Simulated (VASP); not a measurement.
A run of VASP 6.6.1 is set up as follows.

POSCAR

```
MnSb
1.0
    0.0000000000      2.7950160000      2.7950160000
    2.7950160000      0.0000000000      2.7950160000
    2.7950160000      2.7950160000      0.0000000000
Sb Mn
1 1
Direct
    0.5000000000      0.5000000000      0.5000000000
    0.0000000000      0.0000000000      0.0000000000
```

File INCAR.step1:

```
SYSTEM = MnSb
ALGO = Normal ; EDIFF = 1E-4
ENCUT = 600 ; GGA = PE
ISMEAR = -1 ; ISPIN = 2
LASPH = .True. ; LCHARG = .False.
LDAU = .True. ; LDAUJ = 0 0
LDAUL = -1 2 ; LDAUTYPE = 2
LDAUU = 0 8 ; LMAXMIX = 4
LREAL = .False. ; LWAVE = .True.
MAGMOM = 0 4 ; NELM = 150
PREC = Accurate ; SIGMA = 0.05
```

INCAR.step2

```
SYSTEM = MnSb
ALGO = Normal ; EDIFF = 1E-6
EDIFFG = -0.01 ; ENCUT = 600
IBRION = 2 ; ISIF = 3
ISMEAR = -1 ; ISPIN = 2
ISTART = 1 ; LASPH = .True.
LCHARG = .False. ; LDAU = .True.
LDAUJ = 0 0 ; LDAUL = -1 2
LDAUPRINT = 1 ; LDAUTYPE = 2
LDAUU = 0 8 ; LMAXMIX = 4
LMIXTAU = .True. ; LORBIT = 11
LREAL = .False. ; LWAVE = .False.
MAGMOM = 0 4 ; METAGGA = R2SCAN
NELM = 150 ; NSW = 60
PREC = Accurate ; SIGMA = 0.05
```

Contents of KPOINTS:

```
k-points
0
Gamma
  8 8 8
  0 0 0
```

Potentials or basis: VASP PAW PBE potentials, release 64 (Sb, Mn_pv).

Launch:

```console
$ cat potpaw_PBE.64/Sb/POTCAR potpaw_PBE.64/Mn_pv/POTCAR > POTCAR
$ cp INCAR.step1 INCAR
$ mpirun -np 1 vasp_std > vasp.out
$ cp INCAR.step2 INCAR
$ mpirun -np 1 vasp_std > vasp.out
```

(1) Predict the space group after relaxing (to 0.1 Å).

(2) What does it give for the relaxed cell?

(3) Predict the site moments.

## Answers

(1) Fm-3m (No. 225).

(2) a = 4.122 Å, b = 4.122 Å, c = 4.122 Å, α = 60.00°, β = 60.00°, γ = 60.00°.

(3) Sb +0.23; Mn +1.15 μB.

Caveat: a cell with one magnetic atom can't hold antiferromagnetic order, which such compounds often take; the U is typed as a test and isn't derived for this compound.
